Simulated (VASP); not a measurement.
Wanted: the native input for a VASP 6.6.1 run.

```yaml
Task: single point
Functional: LDA
Potentials_or_basis: VASP PAW LDA potentials, release 64 (Te, Sn_d)
Cutoff: 520 eV
k_mesh: 6 × 6 × 6
Occupations: fermi-dirac, width 0.05 eV
Spin: no spin polarisation
Dipole_correction: no
Further_INCAR_settings: ALGO = Normal; EDIFF = 1e-06; NBANDS = 32
```

The structure of Sn3Te lies in POSCAR:

```
Sn3Te
1.0
    4.8978456013      0.0000000000      0.0000000000
    0.0000000000      4.8978456013      0.0000000000
    0.0000000000      0.0000000000      4.8978456013
Te Sn
1 3
Direct
    0.0000000000      0.0000000000      0.0000000000
    0.0000000000      0.5000000000      0.5000000000
    0.5000000000      0.0000000000      0.5000000000
    0.5000000000      0.5000000000      0.0000000000
```

This cell differs from its parent crystal: volume scaled by 1.02.

These files were run (other wordings do the same):

INCAR

```
SYSTEM = Sn3Te
  PREC = Accurate
  ENCUT = 520
  EDIFF = 1E-6
  ISMEAR = -1
  SIGMA = 0.05
  LREAL = .False.
  LASPH = .True.
  NELM = 80
  ALGO = Normal
  ISIF = 2
  LWAVE = .False.
  LCHARG = .False.
  GGA = CA
  NBANDS = 32
```

KPOINTS

```
regular mesh
0
Gamma
  6 6 6
  0 0 0
```

Potentials or basis: VASP PAW LDA potentials, release 64 (Te, Sn_d).

Command:

```sh
$ cat potpaw_LDA.64/Te/POTCAR potpaw_LDA.64/Sn_d/POTCAR > POTCAR
$ mpirun -np 1 vasp_std > vasp.out
```

It gave:

| Item | Value |
| --- | --- |
| Pressure | -4.2 GPa |
| Band gap on the k mesh | zero (band 24 reaches 9.88 eV, above the bottom of band 25 at 6.87 eV) |

Caveat: spin-orbit coupling is left out, which moves the levels of the heavy elements.

Run time: 22 s on 1 thread of Intel(R) Xeon(R) 6975P-C (Granite Rapids), on a shared host, peak memory 0.21 GiB.
